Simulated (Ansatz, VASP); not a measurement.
Re: VASP beside Ansatz

```
CELL_PARAMETERS angstrom
-1.53526 1.53526 1.53526
1.53526 -1.53526 1.53526
1.53526 1.53526 -1.53526
ATOMIC_POSITIONS crystal
Re 0.00000 0.00000 0.00000
```

Alike in both runs: functional LDA; k mesh 19 × 19 × 19; occupations fermi-dirac, width 0.1 eV; no spin polarisation.

Ansatz relaxed the structure, and its values are those at the end. VASP's run is a single point on that final structure, the one shown.

|  | VASP | Ansatz |
| --- | --- | --- |
| version | VASP 6.6.1 | Ansatz 0.2.0 |
| potentials or method | VASP PAW LDA potentials, release 64 (Re) | PAW with Ansatz's default frozen-core files, scalar-relativistic |
| plane-wave cutoff (eV) | 520 | 420 |
| valence electrons in the cell | 7 | 15 |

```csv
,VASP,Ansatz,Ansatz less VASP
pressure (GPa),1.5,0.0,-1.45
```

LDA's correlation is that of Perdew and Zunger in VASP and of Perdew and Wang (1992) in Ansatz. VASP's potentials hold 7 valence electrons a cell and Ansatz's 15, so a difference there can come from the potentials and not from the codes.

Spin-orbit coupling is off throughout.
